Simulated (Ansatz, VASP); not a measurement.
## One calculation of H4C, two programs

```
CELL_PARAMETERS angstrom
15.00000 0.00000 0.00000
0.00000 15.50000 0.00000
0.00000 0.00000 16.00000
ATOMIC_POSITIONS crystal
H 0.50171 0.49906 0.43221
H 0.43327 0.49887 0.52388
H 0.53351 0.44425 0.52090
H 0.53341 0.55685 0.52489
C 0.49811 0.50097 0.49812
```

Alike in both runs: task relaxation of the atoms; functional PBE; k mesh 1 × 1 × 1; occupations gaussian, width 0.005 eV; no spin polarisation.

```csv
,VASP,Ansatz
version,VASP 6.6.1,Ansatz 0.2.0
potentials or method,"VASP PAW PBE potentials, release 64 (H, C), cutoff 520 eV","scalar-relativistic, plane waves, PAW"
valence electrons in the cell,8,8
```

|  | VASP | Ansatz | Ansatz less VASP |
| --- | --- | --- | --- |
| gap on the k mesh at the Fermi level, each at its own relaxed structure (eV) | 8.97 | 8.97 | -0.001 |
